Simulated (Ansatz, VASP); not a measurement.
Gd in VASP and in Ansatz

INCAR

```
SYSTEM = Gd
PREC = Accurate
ENCUT = 520
EDIFF = 1E-7
ISMEAR = -1
SIGMA = 0.05
LREAL = .FALSE.
LASPH = .TRUE.
NELM = 150
ALGO = Normal
ISIF = 2
LWAVE = .FALSE.
LCHARG = .FALSE.
ISPIN = 2
MAGMOM = 7.22 -7.22
LORBIT = 11
LMAXMIX = 6
GGA = PS
NBANDS = 29
```

File KPOINTS:

```
Automatic mesh
0
G
  14 14 8
  0 0 0
```

Contents of POSCAR:

```
Gd
1.0
    3.4440288473      0.0000000000      0.0000000000
   -1.7220144236      2.9826164731      0.0000000000
    0.0000000000      0.0000000000      5.4937018953
Gd
2
Direct
    0.3333333333      0.6666666667      0.2500000000
    0.6666666667      0.3333333333      0.7500000000
```

Input for Ansatz:

```yaml
crystal:
  lattice:
    - [3.4440288473, 0.0, 0.0]
    - [-1.7220144236, 2.9826164731, 0.0]
    - [0.0, 0.0, 5.4937018953]
  atoms:
    - { symbol: Gd, position: [0.3333333333, 0.6666666667, 0.25], spin: 7.22 }
    - { symbol: Gd, position: [0.6666666667, 0.3333333333, 0.75], spin: -7.22 }
hamiltonian:
  xc: pbesol
  pseudopotentials:
    kind: paw
    azcp:
      Gd: "pseudopotentials/Gd.paw.azcp"
basis:
  ecutwfc: 420
  fft_grid_basis: typed
kpoints:
  mp_grid: { grid: [14, 14, 8], shift: [0, 0, 0] }
magnetization:
  spin_polarized: true
scf:
  occupations: { method: fermi_dirac, width: 0.05 }
output:
  stress: true
```

Alike in both runs: task single point; functional PBEsol; k mesh 14 × 14 × 8; occupations fermi-dirac, width 0.05 eV; collinear spin.

|  | VASP | Ansatz |
| --- | --- | --- |
| version | VASP 6.6.1 | Ansatz 0.2.0 |
| potentials or method | VASP PAW PBE potentials, release 64 (Gd), cutoff 520 eV | plane waves (420 eV) with PAW, scalar-relativistic |
| valence electrons in the cell | 36 | 36 |

VASP gave:

| Property | Result |
| --- | --- |
| pressure (GPa) | 3.6 |
| net moment per atom (μB) | 0.00 |
| size of the moment on the site where the two differ most (μB) | 6.93 |

Problem. What did Ansatz give for the same quantities?

Solution. Pressure (GPa): 3.6; net moment per atom (μB): 0.00; size of the moment on the site where the two differ most (μB): 7.20.

VASP's potentials were made for PBE, not for PBEsol, and Ansatz warns of the same on its side. Site moments also hang on the region over which each program counts them. The functional is the same, so the differences come from potentials, cutoffs and numerics.

Spin-orbit coupling is off throughout.
